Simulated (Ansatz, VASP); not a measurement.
## BiSb3O2 in VASP and in Ansatz

```
CELL_PARAMETERS angstrom
3.15408 0.00000 0.00000
0.00000 3.15408 0.00000
0.00000 0.00000 12.28161
ATOMIC_POSITIONS crystal
Sb 0.00000 0.00000 0.71301
Sb 0.00000 0.00000 0.28699
Sb 0.50000 0.50000 0.50000
Bi 0.00000 0.00000 0.00000
O 0.50000 0.50000 0.89284
O 0.50000 0.50000 0.10716
```

Change from the starting cell: species swapped into the Er2Mg3Ru type (P4/mmm, No. 123).

Alike in both runs: functional PBE; k mesh 6 × 6 × 2; occupations gaussian, width 0.1 eV; no spin polarisation.

Ansatz relaxed the structure, and its values are those at the end. VASP's run is a single point on that final structure, the one shown.

```csv
,VASP,Ansatz
version,VASP 6.6.1,Ansatz 0.2.0
potentials or method,"VASP PAW PBE potentials, release 64 (Sb, Bi_d, O), cutoff 520 eV","scalar-relativistic, plane waves, PAW"
valence electrons in the cell,42,72
```

```tsv
	VASP	Ansatz	Ansatz less VASP
gap on the k mesh at the Fermi level (eV)	none	none	-
pressure (GPa)	-0.4	-0.2	+0.18
rms of the force components (eV/Å)	0.006	0.011	+0.0052
```

A gap of «none» marks a metal or a gap that the smearing closes. VASP's potentials hold 42 valence electrons a cell and Ansatz's 72, so a difference there can come from the potentials and not from the codes.

Spin-orbit coupling is off throughout.
